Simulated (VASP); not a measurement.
# ZnS (I-4m2) in VASP: notebook

Runs on ZnS. Level: r2SCAN. Tasks: single point.

Everything below comes from runs of VASP 6.6.1. Logs are shortened: lines on timing, memory, paths and dates and some standing lists are left out, and cuts for length are marked.

**1. The cell of the first run**

The structure is tetragonal, space group I-4m2 (No. 119). The conventional cell has a = 3.505 Å, b = 3.505 Å, c = 6.443 Å, α = 90.00°, β = 90.00°, γ = 90.00°. Within 3.1 Å of Zn (site symmetry -4m2) lie 4 S at 2.38 Å. Within 3.1 Å of S (site symmetry -4m2) lie 4 Zn at 2.38 Å.

**2. Single point, r2SCAN**

Input file POSCAR:

```
ZnS
1.0
    0.0000000000      2.4781634936      3.2216125417
    2.4781634936      0.0000000000      3.2216125417
    2.4781634936      2.4781634936      0.0000000000
Zn S
1 1
Direct
    0.0000000000      0.0000000000      0.0000000000
    0.7500000000      0.7500000000      0.7500000000
```

Input file INCAR.step1:

```
SYSTEM = ZnS
PREC = Accurate
ENCUT = 520
ISMEAR = 0
SIGMA = 0.05
LREAL = .False.
LASPH = .True.
NELM = 60
NBANDS = 16
GGA = PE
ALGO = Normal
EDIFF = 1E-4
LWAVE = .True.
LCHARG = .False.
```

Input file INCAR.step2:

```
SYSTEM = ZnS
PREC = Accurate
ENCUT = 520
EDIFF = 1E-6
ISMEAR = 0
SIGMA = 0.05
LREAL = .False.
LASPH = .True.
NELM = 60
ALGO = Normal
ISIF = 2
LWAVE = .False.
LCHARG = .False.
METAGGA = R2SCAN
LMIXTAU = .True.
NBANDS = 16
ISTART = 1
```

Input file KPOINTS:

```
regular mesh
0
Gamma
  8 8 8
  0 0 0
```

Potentials or basis: VASP PAW PBE potentials, release 64 (Zn, S).

Command:

```sh
cat potpaw_PBE.64/Zn/POTCAR potpaw_PBE.64/S/POTCAR > POTCAR
cp INCAR.step1 INCAR
mpirun -np 1 vasp_std > vasp.out
cp INCAR.step2 INCAR
mpirun -np 1 vasp_std > vasp.out
```

OUTCAR:

```text
SYSTEM = ZnS
   PREC = Accurate
   ENCUT = 520
   EDIFF = 1E-6
   ISMEAR = 0
   LREAL = .False.
   LASPH = .True.
   NELM = 60
   ISIF = 2
   METAGGA = R2SCAN
   ISTART = 1

 ion  position               nearest neighbor table
   1  0.000  0.000  0.000-   2 2.38   2 2.38   2 2.38   2 2.38
   2  0.750  0.750  0.750-   1 2.38   1 2.38   1 2.38   1 2.38

  LATTYP: Found a body centered tetragonal cell.
 ALAT       =     3.5046524224
 C/A-ratio  =     1.8384776311

  Lattice vectors:

 A1 = (  -2.4781634936,   0.0000000000,   3.2216125417)
 A2 = (   2.4781634936,   0.0000000000,   3.2216125417)
 A3 = (   0.0000000000,   2.4781634936,  -3.2216125417)

Analysis of symmetry for initial positions (statically):
=====================================================================
 Subroutine PRICEL returns:
 Original cell was already a primitive cell.

 Routine SETGRP: Setting up the symmetry group for a
 body centered tetragonal supercell.

 Subroutine GETGRP returns: Found  8 space group operations
 (whereof  8 operations were pure point group operations)
 out of a pool of 16 trial point group operations.

The static configuration has the point symmetry D_2d.

Analysis of symmetry for dynamics (positions and initial velocities):
=====================================================================
 Subroutine PRICEL returns:
 Original cell was already a primitive cell.

 Routine SETGRP: Setting up the symmetry group for a
 body centered tetragonal supercell.

 Subroutine GETGRP returns: Found  8 space group operations
 (whereof  8 operations were pure point group operations)
 out of a pool of 16 trial point group operations.

The dynamic configuration has the point symmetry D_2d.

 Subroutine INISYM returns: Found  8 space group operations
 (whereof  8 operations are pure point group operations),
 and found     1 'primitive' translations

----------------------------------------------------------------------------------------

                                     Primitive cell

  volume of cell :      39.5697

  direct lattice vectors                    reciprocal lattice vectors
     0.000000000  2.478163494  3.221612542    -0.201762314  0.201762314  0.155201780
     2.478163494  0.000000000  3.221612542     0.201762314 -0.201762314  0.155201780
     2.478163494  2.478163494  0.000000000     0.201762314  0.201762314 -0.155201780

  length of vectors
     4.064490333  4.064490333  3.504652422     0.324813261  0.324813261  0.324813261

  position of ions in fractional coordinates (direct lattice)
     0.000000000  0.000000000  0.000000000
     0.750000000  0.750000000  0.750000000

  ion indices of the primitive-cell ions
   primitive index   ion index
                 1           1
                 2           2

----------------------------------------------------------------------------------------

 KPOINTS: regular mesh

Automatic generation of k-mesh.
 Grid dimensions read from file:
 generate k-points for:    8    8    8

 Generating k-lattice:

  Cartesian coordinates                     Fractional coordinates (reciprocal lattice)
    -0.025220289  0.025220289  0.019400222     0.125000000 -0.000000000  0.000000000
     0.025220289 -0.025220289  0.019400222    -0.000000000  0.125000000  0.000000000
     0.025220289  0.025220289 -0.019400222     0.000000000  0.000000000  0.125000000

  Length of vectors
     0.040601658  0.040601658  0.040601658

  Shift w.r.t. Gamma in fractional coordinates (k-lattice)
     0.000000000  0.000000000  0.000000000

 Subroutine IBZKPT returns following result:
 ===========================================

 Found     59 irreducible k-points:

 Following reciprocal coordinates:
            Coordinates               Weight
  0.000000  0.000000  0.000000      1.000000
  0.125000  0.000000  0.000000      8.000000
  0.250000  0.000000  0.000000      8.000000
  0.375000 -0.000000  0.000000      8.000000
  0.500000  0.000000  0.000000      4.000000
  0.125000  0.125000  0.000000      2.000000
[... 16 lines left out ...]
  0.250000  0.000000  0.125000     16.000000
  0.375000 -0.000000  0.125000     16.000000
 [... further k-points ...]
   k-points           NKPTS =     59   k-points in BZ     NKDIM =     59   number of bands    NBANDS=     16
   number of dos      NEDOS =    301   number of ions     NIONS =      2
   total plane-waves  NPLWV =  25200
   dimension x,y,z NGX =    30 NGY =   30 NGZ =   28
   dimension x,y,z NGXF=    60 NGYF=   60 NGZF=   56
   ions per type =               1   1
   NGX,Y,Z   is equivalent  to a cutoff of  12.27, 12.27, 13.28 a.u.
   NGXF,Y,Z  is equivalent  to a cutoff of  24.54, 24.54, 26.56 a.u.
 SYSTEM =  ZnS
   PREC   = accura    normal or accurate (medium, high low for compatibility)
   ISTART =      1    job   : 0-new  1-cont  2-samecut
   ICHARG =      0    charge: 1-file 2-atom 10-const
   ISPIN  =      1    spin polarized calculation?
   LNONCOLLINEAR =      F non collinear calculations
   LSORBIT =      F    spin-orbit coupling
   LASPH  =      T    aspherical Exc in radial PAW
   ENCUT  =  520.0 eV  38.22 Ry    6.18 a.u.   7.56  7.56  6.52*2*pi/ulx,y,z
   NELM   =     60;   NELMIN=  2; NELMDL=  0     # of ELM steps
   EDIFF  = 0.1E-05   stopping-criterion for ELM
   LREAL  =      F    real-space projection
   EDIFFG = 0.1E-04   stopping-criterion for IOM
   NSW    =      0    number of steps for IOM
   IBRION =     -1    ionic relax: 0-MD 1-quasi-New 2-CG
   NFREE  =      0    steps in history (QN), initial steepest desc. (CG)
   ISIF   =      2    stress and relaxation
   ISYM   =      2    0-nonsym 1-usesym 2-fastsym
   POTIM  = 0.5000    time-step for ionic-motion
   TEBEG  =    0.0;   TEEND  =   0.0 temperature during run
   PSTRESS=    0.0 pullay stress
   NELECT =      18.0000    total number of electrons
   NUPDOWN=      -1.0000    fix difference up-down
   EMIN   =  10.00;   EMAX   =-10.00  energy-range for DOS
   EFERMI =   0.00;   METHOD = LEGACY
   ISMEAR =     0;   SIGMA  =   0.05  broadening in eV -4-tet -1-fermi 0-gaus
   EFERMI_NEDOS =   21; number of points for ismear=-14 and -15
   IALGO  =     38    algorithm
   IMIX   =      4    mixing-type and parameters
     AMIX     =   0.40;   BMIX     =  1.00
     AMIX_MAG =   1.60;   BMIX_MAG =  1.00
  volume/ion in A,a.u.               =      19.78       133.51
  Fermi-wavevector in a.u.,A,eV,Ry     =   1.259055  2.379268 21.568210  1.585219
  Thomas-Fermi vector in A             =   2.392634
   LORBIT       =      0    0 simple, 1 ext, 2 COOP (PROOUT), +10 PAW based schemes
   METAGGA = R2SCAN    functional components
   LHFCALC =     F    Hartree Fock is set to
   AEXX    =    0.0000 exact exchange contribution
   IVDW    =     0    specifies the selected vdW correction
   LEPSILON=     F    determine dielectric tensor
   LRPA    =     F    only Hartree local field effects (RPA)
 non-spin polarized calculation
 Gauss-broadening in eV      SIGMA  =   0.05
  energy-cutoff  :      520.00
  volume of cell :       39.57
 maximum number of plane-waves:      1079
   NGX = 15   NGY = 15   NGZ = 13

 number of electron      18.0000001 magnetization

 Free energy of the ion-electron system (eV)
  ---------------------------------------------------
  ext. energy  EPLUGINS =         0.00000000
  ---------------------------------------------------
  free energy    TOTEN  =       -18.52272364 eV

  energy without entropy =      -18.52272364  energy(sigma->0) =      -18.52272364

 E-fermi :   2.4635     XC(G=0): -10.3078

 val. band max:        2.2498261443   @ k =   0.0000   0.0000   0.0000
 cond. band min:       3.9628326434   @ k =   0.0000   0.0000   0.0000
 fundamental gap:      1.7130064991
 Fermi energy:         2.4634920448

 k-point     1 :       0.0000    0.0000    0.0000
  band No.  band energies     occupation
      1     -11.6989      2.00000
      2      -4.7792      2.00000
      3      -4.5726      2.00000
      4      -4.5726      2.00000
      5      -4.2478      2.00000
      6      -4.1902      2.00000
[... 8 lines left out ...]
     15      13.9789      0.00000
     16      14.8229      0.00000

 k-point     2 :       0.1250    0.0000    0.0000
  band No.  band energies     occupation
      1     -11.5724      2.00000
      2      -4.7667      2.00000
      3      -4.5787      2.00000
      4      -4.5519      2.00000
      5      -4.2349      2.00000
      6      -4.1991      2.00000
[... 8 lines left out ...]
     15      14.7038      0.00000
     16      15.5626      0.00000

 k-point     3 :       0.2500    0.0000    0.0000
  band No.  band energies     occupation
      1     -11.2412      2.00000
      2      -4.7381      2.00000
      3      -4.5625      2.00000
      4      -4.5040      2.00000
      5      -4.2179      2.00000
      6      -4.1900      2.00000
[... 8 lines left out ...]
     15      14.4435      0.00000
     16      15.6268      0.00000

 k-point     4 :       0.3750   -0.0000    0.0000
  band No.  band energies     occupation
      1     -10.8636      2.00000
      2      -4.6966      2.00000
      3      -4.4617      2.00000
      4      -4.4412      2.00000
      5      -4.2303      2.00000
      6      -4.1212      2.00000
[... 8 lines left out ...]
     15      14.5516      0.00000
     16      16.0320      0.00000

 k-point     5 :       0.5000    0.0000    0.0000
  band No.  band energies     occupation
      1     -10.6894      2.00000
      2      -4.6779      2.00000
      3      -4.4471      2.00000
      4      -4.2523      2.00000
      5      -4.2322      2.00000
      6      -4.0650      2.00000
[... 8 lines left out ...]
     15      15.2348      0.00000
     16      15.3556      0.00000

 k-point     6 :       0.1250    0.1250    0.0000
  band No.  band energies     occupation
      1     -11.5852      2.00000
      2      -4.7839      2.00000
      3      -4.5384      2.00000
      4      -4.5383      2.00000
      5      -4.2628      2.00000
      6      -4.1868      2.00000
[... 8 lines left out ...]
     15      15.0140      0.00000
     16      16.0239      0.00000

 k-point     7 :       0.2500    0.1250    0.0000
  band No.  band energies     occupation
      1     -11.3658      2.00000
      2      -4.7633      2.00000
      3      -4.5147      2.00000
      4      -4.4932      2.00000
      5      -4.2564      2.00000
      6      -4.1921      2.00000
[... 8 lines left out ...]
     15      15.9345      0.00000
     16      16.2660      0.00000

 k-point     8 :       0.3750    0.1250    0.0000
  band No.  band energies     occupation
      1     -11.0082      2.00000
      2      -4.6992      2.00000
      3      -4.4523      2.00000
      4      -4.4468      2.00000
      5      -4.2096      2.00000
      6      -4.2080      2.00000
[... 8 lines left out ...]
     15      15.3555      0.00000
     16      16.1958      0.00000

 k-point     9 :       0.5000    0.1250    0.0000
  band No.  band energies     occupation
      1     -10.7110      2.00000
      2      -4.6670      2.00000
      3      -4.4273      2.00000
      4      -4.2542      2.00000
      5      -4.2253      2.00000
      6      -4.1281      2.00000
[... 8 lines left out ...]
     15      15.5131      0.00000
     16      15.5521      0.00000
[... 172 lines left out ...]
 k-point    19 :       0.5000    0.3750    0.0000
  band No.  band energies     occupation
      1     -10.7746      2.00000
      2      -4.6669      2.00000
      3      -4.3354      2.00000
      4      -4.3305      2.00000
      5      -4.2176      2.00000
      6      -4.1804      2.00000
[... 8 lines left out ...]
     15      16.5209      0.00000
     16      16.6523      0.00000

 k-point    20 :      -0.3750    0.3750    0.0000
  band No.  band energies     occupation
      1     -10.6359      2.00000
      2      -4.6257      2.00000
      3      -4.3438      2.00000
      4      -4.2560      2.00000
      5      -4.2104      2.00000
      6      -4.0683      2.00000
[... 8 lines left out ...]
     15      15.6437      0.00000
     16      16.7675      0.00000

 k-point    21 :       0.5000    0.5000    0.0000
  band No.  band energies     occupation
      1     -10.7796      2.00000
      2      -4.6920      2.00000
      3      -4.3119      2.00000
      4      -4.3118      2.00000
      5      -4.2720      2.00000
      6      -4.1668      2.00000
[... 8 lines left out ...]
     15      16.8236      0.00000
     16      16.8236      0.00000

 k-point    22 :       0.1250    0.0000    0.1250
  band No.  band energies     occupation
      1     -11.5030      2.00000
      2      -4.7502      2.00000
      3      -4.6024      2.00000
      4      -4.5471      2.00000
      5      -4.2176      2.00000
      6      -4.2099      2.00000
[... 8 lines left out ...]
     15      14.2689      0.00000
     16      15.4109      0.00000

 k-point    23 :       0.2500    0.0000    0.1250
  band No.  band energies     occupation
      1     -11.2179      2.00000
      2      -4.7272      2.00000
      3      -4.6049      2.00000
      4      -4.5034      2.00000
      5      -4.2302      2.00000
      6      -4.1739      2.00000
[... 8 lines left out ...]
     15      13.2494      0.00000
     16      16.5082      0.00000

 k-point    24 :       0.3750   -0.0000    0.1250
  band No.  band energies     occupation
      1     -10.8475      2.00000
      2      -4.6954      2.00000
      3      -4.5325      2.00000
      4      -4.4510      2.00000
      5      -4.2392      2.00000
      6      -4.0982      2.00000
[... 8 lines left out ...]
     15      14.5944      0.00000
     16      16.9149      0.00000

 [... further k-points ...]
[... 5 lines left out ...]
  --------------------------------------------------------------------------------------
  -------------------------------------------------------------------------------------
  Total        0.9707372      0.9707372     -3.5151476      0.0000000     -0.0000000      0.0000000
  in kB       39.3051107     39.3051107   -142.3281922      0.0000000     -0.0000000      0.0000000
  external PRESSURE =     -21.2393236 kB  Pullay stress =       0.0000000 kB

 VOLUME and BASIS-vectors are now :
 -----------------------------------------------------------------------------
  energy-cutoff  :      520.00
  volume of cell :       39.57
      direct lattice vectors                 reciprocal lattice vectors
     0.000000000  2.478163494  3.221612542    -0.201762314  0.201762314  0.155201780
     2.478163494  0.000000000  3.221612542     0.201762314 -0.201762314  0.155201780
     2.478163494  2.478163494  0.000000000     0.201762314  0.201762314 -0.155201780

 POSITION                                       TOTAL-FORCE (eV/Angst)
 -----------------------------------------------------------------------------------
      0.00000      0.00000      0.00000        -0.000000     -0.000000      0.000000
      3.71725      3.71725      4.83242         0.000000      0.000000     -0.000000
 -----------------------------------------------------------------------------------
    total drift:                               -0.000968     -0.000968      0.000364

  FREE ENERGIE OF THE ION-ELECTRON SYSTEM (eV)
  ---------------------------------------------------
  free  energy   TOTEN  =       -18.5227236436 eV

  energy  without entropy=      -18.5227236436  energy(sigma->0) =      -18.52272364
```

It took 77 s on 1 thread of Intel Xeon 6975P-C (Granite Rapids), shared host; peak memory 0.18 GiB.

Results:

```
Free energy            : -18.5227 eV
Pressure               : -2.1 GPa
Band gap on the k mesh : 1.71 eV, direct
```

Stress tensor (GPa, compression positive):
```
  3.93   0.00   0.00
  0.00   3.93   0.00
  0.00   0.00 -14.23
```

Levels at points of the mesh, in eV from the valence-band top:
```
           k point  band 5  band 6  band 7  band 8  band 9  band 10  band 11  band 12  band 13  band 14
(0.00, 0.00, 0.00)   -6.50   -6.44   -1.49    0.00    0.00     1.71     6.91     6.91     6.96     8.98
(0.50, 0.00, 0.00)   -6.48   -6.31   -5.50   -2.08   -0.36     2.37     7.24     8.40     8.96    11.97
(0.50, 0.50, 0.00)   -6.52   -6.42   -5.96   -1.53   -1.53     4.61     5.76     9.12    12.51    12.51
(0.50, 0.00, 0.50)   -6.44   -6.15   -4.33   -3.15   -2.65     2.98     3.37     9.70    10.47    11.14
```

Caveat: the PAW data sets were made with another functional, which shifts forces and pressure a little.

**3. Single point, r2SCAN**

This run uses another cell than the first one, of the same volume but with other edges.

Input file POSCAR:

```
ZnS
1.0
    0.0000000000      2.7808771056      2.5584069372
    2.7808771056      0.0000000000      2.5584069372
    2.7808771056      2.7808771056      0.0000000000
Zn S
1 1
Direct
    0.0000000000      0.0000000000      0.0000000000
    0.7500000000      0.7500000000      0.7500000000
```

Input file INCAR.step1:

```
SYSTEM = ZnS
  ALGO = Normal
  EDIFF = 1E-4
  ENCUT = 520
  GGA = PE
  ISMEAR = 0
  LASPH = .True.
  LCHARG = .False.
  LREAL = .False.
  LWAVE = .True.
  NBANDS = 16
  NELM = 60
  PREC = Accurate
  SIGMA = 0.05
```

Input file INCAR.step2:

```
SYSTEM = ZnS
  ALGO = Normal
  EDIFF = 1E-6
  ENCUT = 520
  ISIF = 2
  ISMEAR = 0
  ISTART = 1
  LASPH = .True.
  LCHARG = .False.
  LMIXTAU = .True.
  LREAL = .False.
  LWAVE = .False.
  METAGGA = R2SCAN
  NBANDS = 16
  NELM = 60
  PREC = Accurate
  SIGMA = 0.05
```

Input file KPOINTS:

```
k-points
0
Gamma
  8 8 8
  0 0 0
```

Potentials or basis: VASP PAW PBE potentials, release 64 (Zn, S).

Command:

```sh
cat potpaw_PBE.64/Zn/POTCAR potpaw_PBE.64/S/POTCAR > POTCAR
cp INCAR.step1 INCAR
mpirun -np 1 vasp_std > vasp.out
cp INCAR.step2 INCAR
mpirun -np 1 vasp_std > vasp.out
```

It took 54 s on 1 thread of Intel Xeon 6975P-C (Granite Rapids), shared host; peak memory 0.18 GiB.

Results (log left out):

* Free energy: -18.8426 eV
* Pressure: -1.0 GPa
* Band gap on the k mesh: 2.48 eV, direct

Stress tensor (GPa, compression positive):
```
-2.08  0.00  0.00
 0.00 -2.08  0.00
 0.00  0.00  1.04
```

Levels at points of the mesh, in eV from the valence-band top:
```
           k point  band 5  band 6  band 7  band 8  band 9  band 10  band 11  band 12  band 13  band 14
(0.00, 0.00, 0.00)   -6.12   -6.10   -0.25   -0.25    0.00     2.48     6.79     6.80     6.80    11.45
(0.50, 0.00, 0.00)   -6.06   -5.91   -5.49   -1.26   -0.82     3.55     6.89     7.75     9.29    12.56
(0.50, 0.50, 0.00)   -6.02   -5.80   -4.41   -2.71   -2.71     3.32     3.76    12.20    12.51    12.51
(0.50, 0.00, 0.50)   -6.05   -5.94   -4.90   -2.34   -2.16     3.74     4.63    11.18    12.12    12.64
```

Caveat: the PAW data sets were made with another functional, which shifts forces and pressure a little.

[end of part 1 of 2]
